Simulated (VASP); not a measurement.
# BN (R3m) in VASP: further runs, part 3 of 3

VASP 6.6.1. The steps go on from the part before.

**5. Vibrations by perturbation theory, LDA**

This run uses another cell than the first one, of 8.65 Å³/atom.

File INCAR:

```
PREC = Accurate
ENCUT = 520
EDIFF = 1E-8
ISMEAR = 0
SIGMA = 0.01
LREAL = F
LASPH = T
NELM = 60
ALGO = Normal
ISIF = 2
LWAVE = F
LCHARG = F
IBRION = 8
NSW = 1
LEPSILON = T
```

File KPOINTS:

```
regular mesh
0
Gamma
  12 12 12
```

File POSCAR:

```
BN
1.0
    1.2442985526      0.7183961043      3.2240992006
   -1.2442985526      0.7183961043      3.2240992006
    0.0000000000     -1.4367922086      3.2240992005
B N
1 1
Direct
    0.9997405139      0.9997405139      0.9997405139
    0.3326924861      0.3326924861      0.3326924861
```

Potentials or basis: VASP PAW LDA potentials, release 64 (B, N).

Launch:

```console
> cat potpaw_LDA.64/B/POTCAR potpaw_LDA.64/N/POTCAR > POTCAR
> mpirun -np 1 vasp_std > vasp.out
```

OUTCAR:

```text
PREC = Accurate
   ENCUT = 520
   EDIFF = 1E-8
   ISMEAR = 0
   LREAL = F
   LASPH = T
   NELM = 60
   ISIF = 2
   IBRION = 8
   NSW = 1
   LEPSILON = T

 ion  position               nearest neighbor table
   1  1.000  1.000  1.000-   2 1.44   2 1.44   2 1.44
   2  0.333  0.333  0.333-   1 1.44   1 1.44   1 1.44

  LATTYP: Found a trigonal (rhomboedric) cell.
 ALAT       =     3.5297574288
 COS(alpha) =     0.7514639077

  Lattice vectors:

 A1 = (   1.2442985526,   0.7183961043,   3.2240992006)
 A2 = (  -1.2442985526,   0.7183961043,   3.2240992006)
 A3 = (   0.0000000000,  -1.4367922086,   3.2240992005)

Analysis of symmetry for initial positions (statically):
=====================================================================
 Subroutine PRICEL returns:
 Original cell was already a primitive cell.

 Routine SETGRP: Setting up the symmetry group for a
 trigonal (rhombohedral) supercell.

 Subroutine GETGRP returns: Found  6 space group operations
 (whereof  6 operations were pure point group operations)
 out of a pool of 12 trial point group operations.

The static configuration has the point symmetry C_3v.

Analysis of symmetry for dynamics (positions and initial velocities):
=====================================================================
 Subroutine PRICEL returns:
 Original cell was already a primitive cell.

 Routine SETGRP: Setting up the symmetry group for a
 trigonal (rhombohedral) supercell.

[... 531 lines left out ...]
  z     0.04822     0.04822    -0.13537     0.00000     0.00000     0.00000

 PIEZOELECTRIC TENSOR (including local field effects)  for field in x, y, z        (C/m^2)
          XX          YY          ZZ          XY          YZ          ZX
  --------------------------------------------------------------------------------
  x     0.00000     0.00000     0.00000     1.16347     0.00000     0.02295
  y     1.16347    -1.16347     0.00000     0.00000     0.02295     0.00000
  z     0.04468     0.04468    -0.12543     0.00000     0.00000     0.00000

 BORN EFFECTIVE CHARGES (including local field effects) (in |e|, cummulative output)
 ---------------------------------------------------------------------------------
 ion    1
    1     2.68865     0.00000     0.00000
    2     0.00000     2.68865     0.00000
    3     0.00000     0.00000     0.76067
 ion    2
    1    -2.68865     0.00000     0.00000
    2     0.00000    -2.68865    -0.00000
    3     0.00000    -0.00000    -0.76067

 INTERNAL STRAIN TENSOR FOR ION    2 for displacements in x,y,z  (eV/Angst):
          X           Y           Z          XY          YZ          ZX
  --------------------------------------------------------------------------------
  x     0.00000     0.00000    -0.00000    13.57959    -0.00000     0.07262
  y    13.57959   -13.57959     0.00000     0.00000    -0.03850     0.00000
  z    -0.12758    -0.12758     0.59268     0.00000    -0.00000     0.00000

 SECOND DERIVATIVES (NOT SYMMETRIZED)
 ------------------------------------
               1X          1Y          1Z          2X          2Y          2Z
  1X   -43.008945   -0.000000   -0.000000   43.008945   -0.000000   -0.000000
  1Y     0.000000  -43.008945   -0.000000   -0.000000   43.008945    0.000000
  1Z     0.000000   -0.000000  -12.878441    0.000000    0.000000   12.878441
  2X    43.015601    0.000000    0.000000  -43.015601   -0.000000   -0.000000
  2Y    -0.000000   43.015601    0.000000    0.000000  -43.015601   -0.000000
  2Z     0.000000    0.000000   12.878320    0.000000   -0.000000  -12.878320

 Eigenvectors and eigenvalues of the dynamical matrix
 ----------------------------------------------------

   1 f  =   41.510999 THz   260.821300 2PiTHz 1384.657888 cm-1   171.675621 meV
             X         Y         Z           dx          dy          dz
      0.000000  0.000000  9.669788     0.000000    0.751163    0.000000
      0.000000  0.000000  3.217901    -0.000000   -0.660117   -0.000000
[... 21 lines left out ...]
   6 f/i=    0.001593 THz     0.010008 2PiTHz    0.053130 cm-1     0.006587 meV
             X         Y         Z           dx          dy          dz
      0.000000  0.000000  9.669788    -0.659307    0.032687    0.000000
      0.000000  0.000000  3.217901    -0.750241    0.037195    0.000000

--------------------------------------------------------------------------------------------------------

 MACROSCOPIC STATIC DIELECTRIC TENSOR IONIC CONTRIBUTION
 ------------------------------------------------------
           1.758712    -0.000000    -0.000000
          -0.000000     1.758712     0.000000
          -0.000000     0.000000     0.470163
 ------------------------------------------------------

 ELASTIC MODULI CONTR FROM IONIC RELAXATION (kBar)
 Direction    XX          YY          ZZ          XY          YZ          ZX
 --------------------------------------------------------------------------------
 XX        -395.5174    395.2878      0.5333      0.0000      0.5218     -0.0000
 YY         395.2878   -395.5174      0.5333     -0.0000     -0.5218      0.0000
 ZZ           0.5333      0.5333     -2.4782      0.0000      0.0000      0.0000
 XY           0.0000     -0.0000      0.0000   -395.4026     -0.0000     -1.2935
 YZ           0.5218     -0.5218      0.0000     -0.0000     -0.0007      0.0000
 ZX          -0.0000      0.0000      0.0000     -1.2935      0.0000     -0.0042
 --------------------------------------------------------------------------------

 PIEZOELECTRIC TENSOR IONIC CONTR  for field in x, y, z        (C/m^2)
          XX          YY          ZZ          XY          YZ          ZX
  --------------------------------------------------------------------------------
  x     0.00000    -0.00000     0.00000    -0.78467    -0.00000    -0.00257
  y    -0.78467     0.78467    -0.00000     0.00000     0.00104    -0.00000
  z     0.00691     0.00691    -0.03212     0.00000     0.00000    -0.00000
```

OSZICAR:

```text
N       E                     dE             d eps       ncg     rms          rms(c)
DAV:   1     0.107498186301E+02    0.10750E+02   -0.49060E+03  3104   0.942E+02
DAV:   2    -0.209710209872E+02   -0.31721E+02   -0.30851E+02  4016   0.158E+02
DAV:   3    -0.213170394574E+02   -0.34602E+00   -0.34602E+00  3816   0.202E+01
DAV:   4    -0.213175980832E+02   -0.55863E-03   -0.55863E-03  4848   0.798E-01
[... 158 lines left out ...]
RMM:   7    -0.242268040297E+00    0.11174E-05   -0.51798E-09  5164   0.619E-04    0.526E-05
RMM:   8    -0.242268957381E+00   -0.91708E-06   -0.37185E-10  4804   0.126E-04    0.262E-05
RMM:   9    -0.242268767005E+00    0.19038E-06    0.71136E-11  4913   0.373E-05    0.273E-06
RMM:  10    -0.242268773296E+00   -0.62915E-08    0.19505E-10  5191   0.742E-06    0.748E-07
 Linear response finished
```

Run time: 15 min. Hardware: 1 thread of Intel Xeon Platinum 8488C (Sapphire Rapids), shared host; peak memory 0.44 GiB.

What came out:

```yaml
Electronic_dielectric_tensor_diagonal: 4.96, 4.96, 2.83
Born_charges_mean_of_the_diagonal: B +2.05; N -2.05 e
Highest_phonon_frequency_at_Γ_LO-TO_splitting_left_out: 1385 cm⁻¹
```

Phonon frequencies in cm⁻¹ (negative: imaginary):
```csv
q point,frequencies
"(0.000, 0.000, 0.000)",0 0 0 758 1385 1385
```

Electronic dielectric tensor:
```
4.96 0.00 0.00
0.00 4.96 0.00
0.00 0.00 2.83
```

Born effective charge tensors (e):
atom 1, B
```
2.69 0.00 0.00
0.00 2.69 0.00
0.00 0.00 0.76
```
atom 2, N
```
-2.69  0.00  0.00
 0.00 -2.69  0.00
 0.00  0.00 -0.76
```

**6. Vibrations by perturbation theory, LDA (8.82 Å³/atom)**

This run uses another cell than the first one, of 8.82 Å³/atom.

File INCAR:

```
PREC     = Accurate       # precision mode
ENCUT    = 520            # plane-wave cutoff, eV
EDIFF    = 1E-8           # SCF threshold, eV
ISMEAR   = 0              # smearing method
SIGMA    = 0.01           # smearing width, eV
LREAL    = False          # projectors in reciprocal space
LASPH    = True           # aspherical terms in the spheres
NELM     = 100            # most SCF steps
ALGO     = Normal         # electronic algorithm
ISIF     = 2              # what is computed and relaxed
LWAVE    = False          # write WAVECAR
LCHARG   = False          # write CHGCAR
IBRION   = 8              # ionic algorithm
NSW      = 1              # ionic steps
LEPSILON = True           # dielectric tensor by DFPT
```

File KPOINTS:

```
Automatic mesh
0
Gamma
  12 12 12
```

File POSCAR:

```
BN
1.0
    1.2448187285      0.7186964280      3.2858333413
   -1.2448187285      0.7186964280      3.2858333413
    0.0000000000     -1.4373928560      3.2858333413
B N
1 1
Direct
    0.9997011558      0.9997011558      0.9997011558
    0.3327318442      0.3327318442      0.3327318442
```

Potentials or basis: VASP PAW LDA potentials, release 64 (B, N).

Launch:

```console
> cat potpaw_LDA.64/B/POTCAR potpaw_LDA.64/N/POTCAR > POTCAR
> mpirun -np 1 vasp_std > vasp.out
```

OUTCAR:

```text
PREC = Accurate
   ENCUT = 520
   EDIFF = 1E-8
   ISMEAR = 0
   LREAL = False
   LASPH = True
   NELM = 100
   ISIF = 2
   IBRION = 8
   NSW = 1
   LEPSILON = True

 ion  position               nearest neighbor table
   1  1.000  1.000  1.000-   2 1.44   2 1.44   2 1.44
   2  0.333  0.333  0.333-   1 1.44   1 1.44   1 1.44

  LATTYP: Found a trigonal (rhomboedric) cell.
 ALAT       =     3.5864744484
 COS(alpha) =     0.7590612011

[... 601 lines left out ...]
      0.000000  0.000000  3.279904    -0.000001   -0.660119    0.000000
[... 21 lines left out ...]
   6 f/i=    0.001690 THz     0.010619 2PiTHz    0.056372 cm-1     0.006989 meV
             X         Y         Z           dx          dy          dz
      0.000000  0.000000  9.854554    -0.588173   -0.299683    0.000000
      0.000000  0.000000  3.279904    -0.669292   -0.341015    0.000000

--------------------------------------------------------------------------------------------------------

 MACROSCOPIC STATIC DIELECTRIC TENSOR IONIC CONTRIBUTION
 ------------------------------------------------------
           1.732072    -0.000000    -0.000000
          -0.000000     1.732072    -0.000000
          -0.000000    -0.000000     0.417419
 ------------------------------------------------------

 ELASTIC MODULI CONTR FROM IONIC RELAXATION (kBar)
 Direction    XX          YY          ZZ          XY          YZ          ZX
 --------------------------------------------------------------------------------
 XX        -383.4218    383.2638      0.3612      0.0000      0.7756     -0.0000
 YY         383.2638   -383.4218      0.3612     -0.0000     -0.7756      0.0000
 ZZ           0.3612      0.3612     -1.6506      0.0000     -0.0000     -0.0000
 XY           0.0000     -0.0000      0.0000   -383.3428      0.0000     -0.8286
 YZ           0.7756     -0.7756     -0.0000      0.0000     -0.0016      0.0000
 ZX          -0.0000      0.0000     -0.0000     -0.8286      0.0000     -0.0018
 --------------------------------------------------------------------------------

 PIEZOELECTRIC TENSOR IONIC CONTR  for field in x, y, z        (C/m^2)
          XX          YY          ZZ          XY          YZ          ZX
  --------------------------------------------------------------------------------
  x     0.00000    -0.00000     0.00000    -0.76674     0.00000    -0.00166
  y    -0.76674     0.76674     0.00000     0.00000     0.00155    -0.00000
  z     0.00540     0.00540    -0.02470     0.00000    -0.00000    -0.00000
```

Wall time 17 min (1 thread of Intel Xeon Platinum 8488C (Sapphire Rapids), shared host); peak memory 0.44 GiB.

Results:

* Electronic dielectric tensor (diagonal): 4.90, 4.90, 2.75
* Born charges (mean of the diagonal): B +2.04; N -2.04 e
* Highest phonon frequency at Γ, LO-TO splitting left out: 1382 cm⁻¹

Phonon frequencies in cm⁻¹ (negative: imaginary):
```csv
q point,frequencies
"(0.000, 0.000, 0.000)",0 0 0 762 1382 1382
```

Electronic dielectric tensor:
```
4.90 0.00 0.00
0.00 4.90 0.00
0.00 0.00 2.75
```

Born effective charge tensors (e):
atom 1, B
```
2.69 0.00 0.00
0.00 2.69 0.00
0.00 0.00 0.73
```
atom 2, N
```
-2.69  0.00  0.00
 0.00 -2.69  0.00
 0.00  0.00 -0.73
```
